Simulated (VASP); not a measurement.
A run of VASP 6.6.1 is set up as follows.

The input INCAR:

```
SYSTEM = Ru
PREC     = Accurate       ! precision mode
ENCUT    = 600            ! plane-wave cutoff, eV
EDIFF    = 1E-7           ! SCF threshold, eV
ISMEAR   = -1             ! smearing method
SIGMA    = 0.05           ! smearing width, eV
LREAL    = .FALSE.        ! projectors in reciprocal space
LASPH    = .TRUE.         ! aspherical terms in the spheres
NELM     = 100            ! most SCF steps
ALGO     = Normal         ! electronic algorithm
ISIF     = 3              ! what is computed and relaxed
LWAVE    = .FALSE.        ! write WAVECAR
LCHARG   = .FALSE.        ! write CHGCAR
GGA      = PE             ! functional
IBRION   = 2              ! ionic algorithm
NSW      = 32             ! ionic steps
EDIFFG   = -0.005         ! ionic threshold
PSTRESS  = -3.0
```

The input KPOINTS:

```
regular mesh
0
G
  16 16 16
  0 0 0
```

The input POSCAR:

```
Ru
1.0
    2.5122072131      0.0000000000      0.0000000000
    0.0000000000      2.5122072131      0.0000000000
    0.0000000000      0.0000000000      2.5122072131
Ru
1
Direct
    0.0000000000      0.0000000000      0.0000000000
```

Potentials or basis: VASP PAW PBE potentials, release 64 (Ru_pv).

Launch:

```sh
$ cat potpaw_PBE.64/Ru_pv/POTCAR > POTCAR
$ mpirun -np 1 vasp_std > vasp.out
```

Q: Estimate the band gap on the k mesh.

A: Zero (band 7 reaches 14.14 eV, above the bottom of band 8 at 9.36 eV).

Final structure:
```
Ru
1.0
     2.51221    0.00000    0.00000
     0.00000    2.51221    0.00000
     0.00000    0.00000    2.51221
Ru
1
Direct
  0.00000 0.00000 0.00000
```

Caveat: the relaxation stopped at its first step, so nothing moved; the cell is relaxed towards a set pressure, so the enthalpy falls and the energy may rise.
